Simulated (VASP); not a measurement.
Input of a VASP 6.6.1 run:

Contents of INCAR:

```
PREC = Accurate
ENCUT = 520
EDIFF = 1E-7
ISMEAR = 0
SIGMA = 0.15
LREAL = F
LASPH = T
NELM = 100
ALGO = Normal
ISIF = 2
LWAVE = F
LCHARG = T
LELF = T
LVHAR = T
NBANDS = 16
```

The input KPOINTS:

```
regular mesh
0
Gamma
  10 10 6
```

Contents of POSCAR:

```
CsRb
1.0
    3.0378637800     -4.2531526300      0.0000000000
    3.0378637800      4.2531526300      0.0000000000
    0.0000000000      0.0000000000      8.3899400200
Cs Rb
1 1
Direct
    0.0000000000      0.0000000000      0.0000000000
    0.5000000000      0.5000000000      0.5000000000
```

Potentials or basis: VASP PAW LDA potentials, release 64 (Cs_sv, Rb_sv).

Command:

```bash
$ cat potpaw_LDA.64/Cs_sv/POTCAR potpaw_LDA.64/Rb_sv/POTCAR > POTCAR
$ mpirun -np 1 vasp_std > vasp.out
```

Problem. Predict the band gap on the k mesh.

Solution. Zero (band 9 reaches 0.70 eV, above the bottom of band 10 at -1.14 eV).

Problem. What does it give for the pressure?

Solution. -0.5 GPa.

Caveat: spin-orbit coupling is left out, which moves the levels of the heavy elements.
